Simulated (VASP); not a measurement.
Runs of VASP 6.6.1 on Bi2C. The structure is that of space group P6_3/mmc (No. 194), or close to it. The cells are those of the table. 

```csv
task,cell,k mesh,cutoff (eV),gap on the mesh (eV),pressure (GPa),largest force (eV/Å)
relaxation of cell and atoms,"relaxed from a = 3.378, b = 3.378, c = 13.138 Å, angles 90.0, 90.0, 120.0°, 6 atoms",6 × 6 × 2,600,none,0.0,0.01
single point,"a = 3.520, b = 3.520, c = 12.820 Å, angles 90.0, 90.0, 120.0°, 6 atoms",12 × 12 × 4,520,none,0.0,0.01
single point,"a = 3.535, b = 3.535, c = 12.533 Å, angles 90.0, 90.0, 120.0°, 6 atoms",6 × 6 × 2,520,none,0.0,0.03
single point,"a = 3.378, b = 3.378, c = 13.138 Å, angles 90.0, 90.0, 120.0°, 6 atoms",6 × 6 × 2,520,none,(a),0.04
```

Alike in all rows: level PBE; potentials or basis VASP PAW PBE potentials, release 64 (Bi_d, C); no spin polarisation; smearing gaussian 0.1 eV.

Question: Fill in the values left out.

Answer: (a) 5.0.

Caveats: spin-orbit coupling is left out, which moves the levels of the heavy elements; this functional lacks dispersion, which binds the layers, so the pressure and a relaxed spacing across them are unreliable (some runs).

A k mesh can miss the band edges, and the runs leave out spin-orbit coupling on Bi.

A gap of «none» marks levels without a gap at the run's occupations.
